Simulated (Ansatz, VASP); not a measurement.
**Two plane-wave programs on PtSe2**

```
CELL_PARAMETERS angstrom
1.86200 -3.22508 0.00000
0.00000 0.00000 -5.06200
10.91219 6.30016 0.00000
ATOMIC_POSITIONS crystal
Pt 0.00000 0.00000 0.89583
Pt 0.50000 0.00000 0.12798
Pt 0.00000 0.00000 0.38393
Pt 0.50000 0.00000 0.63988
Se 0.50000 0.75000 0.98115
Se 0.00000 0.75000 0.21329
Se 0.50000 0.75000 0.46925
Se 0.00000 0.75000 0.72520
Se 0.00000 0.25000 0.04266
Se 0.50000 0.25000 0.29861
Se 0.00000 0.25000 0.55456
Se 0.50000 0.25000 0.81052
```

Alike in both runs: task single point; functional PBE; k mesh 13 × 9 × 4; occupations gaussian, width 0.15 eV; no spin polarisation.

|  | VASP | Ansatz |
| --- | --- | --- |
| version | VASP 6.6.1 | Ansatz 0.2.0 |
| potentials or method | VASP PAW PBE potentials, release 64 (Pt, Se), cutoff 520 eV | scalar-relativistic, plane waves, PAW |
| valence electrons in the cell | 88 | 200 |

Ansatz gave:

```
gap on the k mesh at the Fermi level (eV)                     : none
pressure (GPa)                                                : 13.0
traceless stress, the component that is largest in VASP (GPa) : -4.32
rms of the force components (eV/Å)                            : 1.315
```

Question: Estimate VASP's values.

Answer: gap on the k mesh at the Fermi level (eV): none; pressure (GPa): 13.0; traceless stress, the component that is largest in VASP (GPa): -4.34; rms of the force components (eV/Å): 1.325.

Atom by atom the forces differ by 0.011 eV/Å (rms over components). A gap of «none» marks a metal or a gap that the smearing closes. VASP's potentials hold 88 valence electrons a cell and Ansatz's 200, so a difference there can come from the potentials and not from the codes.

Neither program's run includes spin-orbit coupling.
